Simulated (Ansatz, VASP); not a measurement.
## SeO in VASP and in Ansatz

```xyz
2
Lattice="2.9257 0.0000 0.0000 0.0000 2.9257 0.0000 0.0000 0.0000 2.9257" Properties=species:S:1:pos:R:3 pbc="T T T"
Se    1.4628    1.4628    1.4628
O     0.0000    0.0000    0.0000
```

Alike in both runs: functional PBE; k mesh 18 × 18 × 18; occupations gaussian, width 0.1 eV; no spin polarisation.

Ansatz relaxed the structure, and its values are those at the end. VASP's run is a single point on that final structure, the one shown.

|  | VASP | Ansatz |
| --- | --- | --- |
| version | VASP 6.6.1 | Ansatz 0.2.0 |
| potentials or method | VASP PAW PBE potentials, release 64 (Se, O), cutoff 520 eV | scalar-relativistic, plane waves, PAW |
| valence electrons in the cell | 12 | 22 |

```tsv
	VASP	Ansatz	Ansatz less VASP
gap on the k mesh at the Fermi level (eV)	none	none	-
pressure (GPa)	-0.1	0.0	+0.12
```

A gap of «none» marks a metal or a gap that the smearing closes. The functional is the same, so the differences come from potentials, cutoffs and numerics. VASP's potentials hold 12 valence electrons a cell and Ansatz's 22, so a difference there can come from the potentials and not from the codes.
